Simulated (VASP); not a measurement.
# InPd (Pm-3m) in VASP: notebook

InPd is run at these levels: PBE, BLYP+D3(BJ); tasks: single point, relaxation of cell and atoms.

Program: VASP 6.6.1. These are calculated values, not measurements. Logs are shortened: lines on timing, memory, paths and dates and some standing lists are left out, and cuts for length are marked.

### Step 1. The cell of the first run

The structure is cubic, space group Pm-3m (No. 221). The conventional cell has a = 3.272 Å, b = 3.272 Å, c = 3.272 Å, α = 90.00°, β = 90.00°, γ = 90.00°. In (site symmetry m-3m) has 8 Pd at 2.83 Å and 6 In at 3.27 Å within 3.7 Å. Pd (site symmetry m-3m) has 8 In at 2.83 Å and 6 Pd at 3.27 Å within 3.7 Å.

### Step 2. Single point, PBE

INCAR reads:

```
ALGO = Fast ; EDIFF = 1E-6
ENCUT = 520 ; GGA = PE
ISIF = 2 ; ISMEAR = 0
LASPH = T ; LCHARG = T
LELF = T ; LREAL = F
LVHAR = T ; LWAVE = F
NBANDS = 18 ; NELM = 60
PREC = Accurate ; SIGMA = 0.1
```

KPOINTS reads:

```
k-points
0
Gamma
  13 13 13
```

POSCAR reads:

```
InPd
1.0
    3.2718847800      0.0000000000      0.0000000000
    0.0000000000      3.2718847800      0.0000000000
    0.0000000000      0.0000000000      3.2718847800
In Pd
1 1
Direct
    0.0000000000      0.0000000000      0.0000000000
    0.5000000000      0.5000000000      0.5000000000
```

Potentials or basis: VASP PAW PBE potentials, release 64 (In_d, Pd).

The run is started by

```bash
$ cat potpaw_PBE.64/In_d/POTCAR potpaw_PBE.64/Pd/POTCAR > POTCAR
$ mpirun -np 1 vasp_std > vasp.out
```

OUTCAR:

```text
EDIFF = 1E-6
   ENCUT = 520
   GGA = PE
   ISIF = 2
   ISMEAR = 0
   LASPH = T
   LREAL = F
   NELM = 60
   PREC = Accurate

 ion  position               nearest neighbor table
   1  0.000  0.000  0.000-   2 2.83   2 2.83   2 2.83   2 2.83   2 2.83   2 2.83   2 2.83   2 2.83

   2  0.500  0.500  0.500-   1 2.83   1 2.83   1 2.83   1 2.83   1 2.83   1 2.83   1 2.83   1 2.83

  LATTYP: Found a simple cubic cell.
 ALAT       =     3.2718847800

  Lattice vectors:

 A1 = (   3.2718847800,   0.0000000000,   0.0000000000)
 A2 = (   0.0000000000,   3.2718847800,   0.0000000000)
 A3 = (   0.0000000000,   0.0000000000,   3.2718847800)

Analysis of symmetry for initial positions (statically):
=====================================================================
 Subroutine PRICEL returns:
 Original cell was already a primitive cell.

 Routine SETGRP: Setting up the symmetry group for a
 simple cubic supercell.

 Subroutine GETGRP returns: Found 48 space group operations
 (whereof 48 operations were pure point group operations)
 out of a pool of 48 trial point group operations.

The static configuration has the point symmetry O_h .

Analysis of symmetry for dynamics (positions and initial velocities):
=====================================================================
 Subroutine PRICEL returns:
 Original cell was already a primitive cell.

 Routine SETGRP: Setting up the symmetry group for a
 simple cubic supercell.

 Subroutine GETGRP returns: Found 48 space group operations
 (whereof 48 operations were pure point group operations)
 out of a pool of 48 trial point group operations.

The dynamic configuration has the point symmetry O_h .

 Subroutine INISYM returns: Found 48 space group operations
 (whereof 48 operations are pure point group operations),
 and found     1 'primitive' translations

----------------------------------------------------------------------------------------

                                     Primitive cell

  volume of cell :      35.0263

  direct lattice vectors                    reciprocal lattice vectors
     3.271884780  0.000000000  0.000000000     0.305634234  0.000000000  0.000000000
     0.000000000  3.271884780  0.000000000     0.000000000  0.305634234  0.000000000
     0.000000000  0.000000000  3.271884780     0.000000000  0.000000000  0.305634234

  length of vectors
     3.271884780  3.271884780  3.271884780     0.305634234  0.305634234  0.305634234

  position of ions in fractional coordinates (direct lattice)
     0.000000000  0.000000000  0.000000000
     0.500000000  0.500000000  0.500000000

  ion indices of the primitive-cell ions
   primitive index   ion index
                 1           1
                 2           2

----------------------------------------------------------------------------------------

 KPOINTS: k-points

Automatic generation of k-mesh.
 Grid dimensions read from file:
 generate k-points for:   13   13   13

 Generating k-lattice:

  Cartesian coordinates                     Fractional coordinates (reciprocal lattice)
     0.023510326  0.000000000  0.000000000     0.076923077  0.000000000  0.000000000
     0.000000000  0.023510326  0.000000000     0.000000000  0.076923077  0.000000000
     0.000000000  0.000000000  0.023510326     0.000000000  0.000000000  0.076923077

  Length of vectors
     0.023510326  0.023510326  0.023510326

  Shift w.r.t. Gamma in fractional coordinates (k-lattice)
     0.000000000  0.000000000  0.000000000

 Subroutine IBZKPT returns following result:
 ===========================================

 Found     84 irreducible k-points:

 Following reciprocal coordinates:
            Coordinates               Weight
  0.000000  0.000000  0.000000      1.000000
  0.076923  0.000000  0.000000      6.000000
  0.153846  0.000000  0.000000      6.000000
  0.230769  0.000000  0.000000      6.000000
  0.307692  0.000000  0.000000      6.000000
  0.384615  0.000000  0.000000      6.000000
[... 16 lines left out ...]
  0.307692  0.307692  0.000000     12.000000
  0.384615  0.307692  0.000000     24.000000
 [... further k-points ...]
   k-points           NKPTS =     84   k-points in BZ     NKDIM =     84   number of bands    NBANDS=     18
   number of dos      NEDOS =    301   number of ions     NIONS =      2
   total plane-waves  NPLWV =  13824
   dimension x,y,z NGX =    24 NGY =   24 NGZ =   24
   dimension x,y,z NGXF=    48 NGYF=   48 NGZF=   48
   ions per type =               1   1
   NGX,Y,Z   is equivalent  to a cutoff of  12.19, 12.19, 12.19 a.u.
   NGXF,Y,Z  is equivalent  to a cutoff of  24.39, 24.39, 24.39 a.u.
 SYSTEM =  unknown system
   PREC   = accura    normal or accurate (medium, high low for compatibility)
   ISTART =      0    job   : 0-new  1-cont  2-samecut
   ICHARG =      2    charge: 1-file 2-atom 10-const
   ISPIN  =      1    spin polarized calculation?
   LNONCOLLINEAR =      F non collinear calculations
   LSORBIT =      F    spin-orbit coupling
   LASPH  =      T    aspherical Exc in radial PAW
   ENCUT  =  520.0 eV  38.22 Ry    6.18 a.u.   6.08  6.08  6.08*2*pi/ulx,y,z
   NELM   =     60;   NELMIN=  2; NELMDL= -5     # of ELM steps
   EDIFF  = 0.1E-05   stopping-criterion for ELM
   LREAL  =      F    real-space projection
   EDIFFG = 0.1E-04   stopping-criterion for IOM
   NSW    =      0    number of steps for IOM
   IBRION =     -1    ionic relax: 0-MD 1-quasi-New 2-CG
   NFREE  =      0    steps in history (QN), initial steepest desc. (CG)
   ISIF   =      2    stress and relaxation
   ISYM   =      2    0-nonsym 1-usesym 2-fastsym
   POTIM  = 0.5000    time-step for ionic-motion
   TEBEG  =    0.0;   TEEND  =   0.0 temperature during run
   PSTRESS=    0.0 pullay stress
   NELECT =      23.0000    total number of electrons
   NUPDOWN=      -1.0000    fix difference up-down
   EMIN   =  10.00;   EMAX   =-10.00  energy-range for DOS
   EFERMI =   0.00;   METHOD = LEGACY
   ISMEAR =     0;   SIGMA  =   0.10  broadening in eV -4-tet -1-fermi 0-gaus
   EFERMI_NEDOS =   21; number of points for ismear=-14 and -15
   IALGO  =     68    algorithm
   IMIX   =      4    mixing-type and parameters
     AMIX     =   0.40;   BMIX     =  1.00
     AMIX_MAG =   1.60;   BMIX_MAG =  1.00
  volume/ion in A,a.u.               =      17.51       118.18
  Fermi-wavevector in a.u.,A,eV,Ry     =   1.422938  2.688964 27.548447  2.024754
  Thomas-Fermi vector in A             =   2.543589
   LORBIT       =      0    0 simple, 1 ext, 2 COOP (PROOUT), +10 PAW based schemes
   GGA     = PE    functional components
   LHFCALC =     F    Hartree Fock is set to
   AEXX    =    0.0000 exact exchange contribution
   IVDW    =     0    specifies the selected vdW correction
   LEPSILON=     F    determine dielectric tensor
   LRPA    =     F    only Hartree local field effects (RPA)
 non-spin polarized calculation
 RMM-DIIS sequential band-by-band and
 Gauss-broadening in eV      SIGMA  =   0.10
  energy-cutoff  :      520.00
  volume of cell :       35.03
 maximum number of plane-waves:       957
   NGX = 13   NGY = 13   NGZ = 13

 number of electron      22.9999997 magnetization

 Free energy of the ion-electron system (eV)
  ---------------------------------------------------
  ext. energy  EPLUGINS =         0.00000000
  ---------------------------------------------------
  free energy    TOTEN  =        -8.73507408 eV

  energy without entropy =       -8.73036037  energy(sigma->0) =       -8.73271722

 E-fermi :  10.5640     XC(G=0): -12.2313

 val. band max:       10.5521971627   @ k =   0.3077   0.1538   0.0000
 cond. band min:      10.5860272049   @ k =   0.3846   0.3077   0.1538
 fundamental gap:      0.0338300422
 Fermi energy:        10.5640169371

 k-point     1 :       0.0000    0.0000    0.0000
  band No.  band energies     occupation
      1      -4.4719      2.00000
      2      -4.4719      2.00000
      3      -4.0636      2.00000
      4      -4.0636      2.00000
      5      -4.0636      2.00000
      6       0.4306      2.00000
[... 10 lines left out ...]
     17      21.0699      0.00000
     18      26.5073      0.00000

 k-point     2 :       0.0769    0.0000    0.0000
  band No.  band energies     occupation
      1      -4.4686      2.00000
      2      -4.4517      2.00000
      3      -4.0697      2.00000
      4      -4.0697      2.00000
      5      -4.0617      2.00000
      6       0.5246      2.00000
[... 10 lines left out ...]
     17      21.6045      0.00000
     18      26.4911      0.00000

 k-point     3 :       0.1538    0.0000    0.0000
  band No.  band energies     occupation
      1      -4.4595      2.00000
      2      -4.3960      2.00000
      3      -4.0867      2.00000
      4      -4.0867      2.00000
      5      -4.0567      2.00000
      6       0.8061      2.00000
[... 10 lines left out ...]
     17      23.2954      0.00000
     18      25.7750      0.00000

 k-point     4 :       0.2308    0.0000    0.0000
  band No.  band energies     occupation
      1      -4.4466      2.00000
      2      -4.3175      2.00000
      3      -4.1105      2.00000
      4      -4.1105      2.00000
      5      -4.0495      2.00000
      6       1.2723      2.00000
[... 375 lines left out ...]
      4      -4.1081      2.00000
      5      -4.0363      2.00000
      6       3.9397      2.00000
[... 10 lines left out ...]
     17      22.4270      0.00000
     18      22.8403      0.00000

 k-point    23 :       0.3077    0.3077    0.0000
  band No.  band energies     occupation
      1      -4.3282      2.00000
      2      -4.2775      2.00000
      3      -4.1576      2.00000
      4      -4.1314      2.00000
      5      -4.0705      2.00000
      6       3.1455      2.00000
[... 10 lines left out ...]
     17      23.2651      0.00000
     18      24.3578      0.00000

 k-point    24 :       0.3846    0.3077    0.0000
  band No.  band energies     occupation
      1      -4.3204      2.00000
      2      -4.3106      2.00000
      3      -4.1767      2.00000
      4      -4.1443      2.00000
      5      -4.0064      2.00000
      6       3.6892      2.00000
[... 10 lines left out ...]
     17      22.7662      0.00000
     18      23.6421      0.00000

 [... further k-points ...]
[... 5 lines left out ...]
  --------------------------------------------------------------------------------------
  -------------------------------------------------------------------------------------
  Total        0.8198386      0.8198386      0.8198386     -0.0000000     -0.0000000     -0.0000000
  in kB       37.5011794     37.5011794     37.5011794     -0.0000000     -0.0000000     -0.0000000
  external PRESSURE =      37.5011794 kB  Pullay stress =       0.0000000 kB

 VOLUME and BASIS-vectors are now :
 -----------------------------------------------------------------------------
  energy-cutoff  :      520.00
  volume of cell :       35.03
      direct lattice vectors                 reciprocal lattice vectors
     3.271884780  0.000000000  0.000000000     0.305634234  0.000000000  0.000000000
     0.000000000  3.271884780  0.000000000     0.000000000  0.305634234  0.000000000
     0.000000000  0.000000000  3.271884780     0.000000000  0.000000000  0.305634234

 POSITION                                       TOTAL-FORCE (eV/Angst)
 -----------------------------------------------------------------------------------
      0.00000      0.00000      0.00000         0.000000      0.000000      0.000000
      1.63594      1.63594      1.63594         0.000000      0.000000      0.000000
 -----------------------------------------------------------------------------------
    total drift:                                0.000000      0.000000     -0.000000

  FREE ENERGIE OF THE ION-ELECTRON SYSTEM (eV)
  ---------------------------------------------------
  free  energy   TOTEN  =        -8.7350740775 eV

  energy  without entropy=       -8.7303603721  energy(sigma->0) =       -8.73271722
```

Run time: 28 s. Hardware: 1 thread of Intel Xeon Platinum 8259CL at 2.50GHz (Skylake/Cascade Lake), shared host; peak memory 0.17 GiB.

Results:

```
Free energy : -8.7351 eV
Pressure    : 3.8 GPa
```

Caveat: spin-orbit coupling is left out, which moves the levels of the heavy elements.

### Step 3. Single point, PBE

INCAR reads:

```
SYSTEM = InPd
  ALGO = Normal
  EDIFF = 1E-6
  ENCUT = 520
  GGA = PE
  ISIF = 2
  ISMEAR = 0
  LASPH = .TRUE.
  LCHARG = .FALSE.
  LREAL = .FALSE.
  LWAVE = .FALSE.
  NBANDS = 18
  NELM = 80
  PREC = Accurate
  SIGMA = 0.025
```

KPOINTS reads:

```
k-points
0
G
  8 8 8
  0 0 0
```

POSCAR is that of step 2.

Potentials or basis: VASP PAW PBE potentials, release 64 (In_d, Pd).

The run is started by

```bash
$ cat potpaw_PBE.64/In_d/POTCAR potpaw_PBE.64/Pd/POTCAR > POTCAR
$ mpirun -np 1 vasp_std > vasp.out
```

Run time: 5.3 s. Hardware: 1 thread of Intel Xeon 6975P-C (Granite Rapids), shared host; peak memory 0.15 GiB.

It converged, with:

```yaml
Free_energy: -8.7307 eV
Pressure: 3.7 GPa
```

Levels at points of the mesh, in eV from the Fermi level:
```tsv
k point	band 7	band 8	band 9	band 10	band 11	band 12	band 13	band 14	band 15	band 16
(0.00, 0.00, 0.00)	-3.70	-3.70	-2.15	-2.15	-2.15	4.33	4.33	4.33	9.54	10.69
(0.50, 0.00, 0.00)	-5.89	-3.68	-3.14	-3.14	-2.23	-1.00	9.67	9.67	9.99	10.83
(0.50, 0.50, 0.00)	-3.38	-2.57	-2.57	-2.21	-2.21	-1.58	1.57	2.59	9.58	11.44
(0.50, 0.50, 0.50)	-4.75	-4.75	-1.54	-1.54	0.03	3.90	3.90	3.90	4.51	4.51
```

Caveat: spin-orbit coupling is left out, which moves the levels of the heavy elements.

### Step 4. Single point, BLYP+D3(BJ)

This run uses another cell than the first one, of 17.41 Å³/atom, 0.994 times its volume.

INCAR reads:

```
PREC = Accurate
ENCUT = 520
EDIFF = 1E-6
ISMEAR = -1
SIGMA = 0.05
LREAL = False
LASPH = True
NELM = 60
ALGO = Normal
ISIF = 2
LWAVE = False
LCHARG = True
GGA = B5
ALDAX = 1.0
AGGAX = 1.0
AGGAC = 1.0
ALDAC = 0.0
IVDW = 12
VDW_S6 = 1.0
VDW_S8 = 2.6996
VDW_A1 = 0.4298
VDW_A2 = 4.2359
LELF = True
LVHAR = True
NBANDS = 18
```

KPOINTS reads:

```
Automatic mesh
0
Gamma
  8 8 8
```

POSCAR reads:

```
InPd
1.0
    3.2653714884      0.0000000000      0.0000000000
    0.0000000000      3.2653714884      0.0000000000
    0.0000000000      0.0000000000      3.2653714884
In Pd
1 1
Direct
    0.0000000000      0.0000000000      0.0000000000
    0.5000000000      0.5000000000      0.5000000000
```

Potentials or basis: VASP PAW PBE potentials, release 64 (In_d, Pd).

The run is started by

```bash
$ cat potpaw_PBE.64/In_d/POTCAR potpaw_PBE.64/Pd/POTCAR > POTCAR
$ mpirun -np 1 vasp_std > vasp.out
```

OUTCAR:

```text
PREC = Accurate
   ENCUT = 520
   EDIFF = 1E-6
   ISMEAR = -1
   LREAL = False
   LASPH = True
   NELM = 60
   ISIF = 2
   GGA = B5
   IVDW = 12
 IVDW          = 12

 ion  position               nearest neighbor table
   1  0.000  0.000  0.000-   2 2.83   2 2.83   2 2.83   2 2.83   2 2.83   2 2.83   2 2.83   2 2.83

   2  0.500  0.500  0.500-   1 2.83   1 2.83   1 2.83   1 2.83   1 2.83   1 2.83   1 2.83   1 2.83

  LATTYP: Found a simple cubic cell.
 ALAT       =     3.2653714884

[... 692 lines left out ...]
------------------------ aborting loop because EDIFF is reached ----------------------------------------

 Edisp (eV)   -2.53621

 E8    (eV) :    -1.9282

  FORCE on cell =-STRESS in cart. coord.  units (eV):
  Direction    XX          YY          ZZ          XY          YZ          ZX
  --------------------------------------------------------------------------------------
  -------------------------------------------------------------------------------------
  Total       0.08546     0.08546     0.08546    -0.00000    -0.00000     0.00000
  in kB       3.93267     3.93267     3.93267    -0.00000    -0.00000     0.00000
  external pressure =        3.93 kB  Pullay stress =        0.00 kB

 VOLUME and BASIS-vectors are now :
 -----------------------------------------------------------------------------
  energy-cutoff  :      520.00
  volume of cell :       34.82
      direct lattice vectors                 reciprocal lattice vectors
     3.265371488  0.000000000  0.000000000     0.306243870  0.000000000  0.000000000
     0.000000000  3.265371488  0.000000000     0.000000000  0.306243870  0.000000000
     0.000000000  0.000000000  3.265371488     0.000000000  0.000000000  0.306243870

 POSITION                                       TOTAL-FORCE (eV/Angst)
 -----------------------------------------------------------------------------------
      0.00000      0.00000      0.00000         0.000000      0.000000      0.000000
      1.63269      1.63269      1.63269         0.000000      0.000000      0.000000
 -----------------------------------------------------------------------------------
    total drift:                                0.000000      0.000000     -0.000000

  FREE ENERGIE OF THE ION-ELECTRON SYSTEM (eV)
  ---------------------------------------------------
  free  energy   TOTEN  =        -9.3761642872 eV

  energy  without entropy=       -9.3659568919  energy(sigma->0) =       -9.37106059
```

It took 9.7 s on 1 thread of Intel Xeon 6975P-C (Granite Rapids), shared host; peak memory 0.16 GiB.

Results:

```
Free energy                : -9.3762 eV
Pressure                   : 0.4 GPa
Dispersion energy per atom : -1.268 eV
```

Levels at points of the mesh, in eV from the Fermi level:
| k point | band 8 | band 9 | band 10 | band 11 | band 12 | band 13 | band 14 | band 15 |
| --- | --- | --- | --- | --- | --- | --- | --- | --- |
| (0.00, 0.00, 0.00) | -3.78 | -2.26 | -2.26 | -2.26 | 4.29 | 4.29 | 4.29 | 9.33 |
| (0.50, 0.00, 0.00) | -3.77 | -3.25 | -3.25 | -2.34 | -1.09 | 9.58 | 9.58 | 10.28 |
| (0.50, 0.50, 0.00) | -2.66 | -2.66 | -2.15 | -2.15 | -1.69 | 1.43 | 2.56 | 9.40 |
| (0.50, 0.50, 0.50) | -4.83 | -1.65 | -1.65 | -0.25 | 4.06 | 4.06 | 4.06 | 4.54 |

Caveat: the PAW data sets were made with another functional, which shifts forces and pressure a little; spin-orbit coupling is left out, which moves the levels of the heavy elements; pairwise dispersion overbinds metals, which lowers pressure and volume.

(Part 1 of 2 ends here.)
